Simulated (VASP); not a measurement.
Crystal: MnS.

```
Mn S
1.0
     0.00000    2.60450    2.60450
     2.60450    0.00000    2.60450
     2.60450    2.60450    0.00000
Mn S
1 1
Direct
  0.00000 0.00000 0.00000
  0.50000 0.50000 0.50000
```

Base run:

| Item | Value |
| --- | --- |
| Program | VASP 6.6.1 |
| Functional | PBEsol |
| Potentials or basis | VASP PAW PBE potentials, release 64 (Mn_pv, S) |
| Cutoff | 520 eV |
| k mesh | 9 × 9 × 9 |
| Occupations | fermi-dirac, width 0.05 eV |
| Spin | collinear spin, ferromagnetic start |
| Starting moments | [4.0, 0.0] μB |

Its results: pressure -7.2 GPa; net moment 4.69 μB per cell; site moments Mn +4.23; S +0.10 μB.

The run is repeated on the same cell with these changes: functional from PBEsol to PBE; occupations from fermi-dirac, width 0.05 eV to gaussian, width 0.016 eV. What comes out?

Pressure -2.9 GPa; net moment 4.72 μB per cell; site moments Mn +4.26; S +0.11 μB.

Caveats: a cell with one magnetic atom can't hold antiferromagnetic order, which such compounds often take; the PAW data sets were made with another functional, which shifts forces and pressure a little (some runs).
